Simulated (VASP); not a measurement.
Set up this calculation in VASP 6.6.1, as the native input.

* Task: single point
* Functional: r2SCAN
* Potentials or basis: VASP PAW PBE potentials, release 64 (Ca_sv, Se)
* Cutoff: 520 eV
* k mesh: 6 × 6 × 6
* Occupations: gaussian, width 0.01 eV
* Spin: no spin polarisation
* Dipole correction: no
* Further INCAR settings: ALGO = Normal; EDIFF = 1e-07; NBANDS = 15

Crystal: CaSe.

```xyz
2
Lattice="3.6708 0.0000 0.0000 0.0000 3.6708 0.0000 0.0000 0.0000 3.6708" Properties=species:S:1:pos:R:3 pbc="T T T"
Ca    0.0000    0.0000    0.0000
Se    1.8354    1.8354    1.8354
```

This cell differs from its parent crystal: volume changed by +3%.

The input as run:

POSCAR

```
CaSe
1.0
    3.6707752259      0.0000000000      0.0000000000
    0.0000000000      3.6707752259      0.0000000000
    0.0000000000      0.0000000000      3.6707752259
Ca Se
1 1
Direct
    0.0000000000      0.0000000000      0.0000000000
    0.5000000000      0.5000000000      0.5000000000
```

INCAR.step1

```
SYSTEM = CaSe
ALGO = Normal
EDIFF = 1E-4
ENCUT = 520
GGA = PE
ISMEAR = 0
LASPH = .TRUE.
LCHARG = .FALSE.
LREAL = .FALSE.
LWAVE = .TRUE.
NBANDS = 15
NELM = 80
PREC = Accurate
SIGMA = 0.01
```

INCAR.step2

```
SYSTEM = CaSe
ALGO = Normal
EDIFF = 1E-7
ENCUT = 520
ISIF = 2
ISMEAR = 0
ISTART = 1
LASPH = .TRUE.
LCHARG = .FALSE.
LMIXTAU = .TRUE.
LREAL = .FALSE.
LWAVE = .FALSE.
METAGGA = R2SCAN
NBANDS = 15
NELM = 80
PREC = Accurate
SIGMA = 0.01
```

KPOINTS

```
k-points
0
G
  6 6 6
  0 0 0
```

Potentials or basis: VASP PAW PBE potentials, release 64 (Ca_sv, Se).

The run is started by

```sh
$ cat potpaw_PBE.64/Ca_sv/POTCAR potpaw_PBE.64/Se/POTCAR > POTCAR
$ cp INCAR.step1 INCAR
$ mpirun -np 1 vasp_std > vasp.out
$ cp INCAR.step2 INCAR
$ mpirun -np 1 vasp_std > vasp.out
```

It gave:

| Property | Result |
| --- | --- |
| Pressure | -1.3 GPa |
| Band gap on the k mesh | 1.28 eV, direct |

Caveat: the PAW data sets were made with another functional, which shifts forces and pressure a little.

Wall time 65 s on 1 thread of Intel(R) Xeon(R) Platinum 8488C (Sapphire Rapids), with other jobs on the host, peak memory 0.16 GiB.
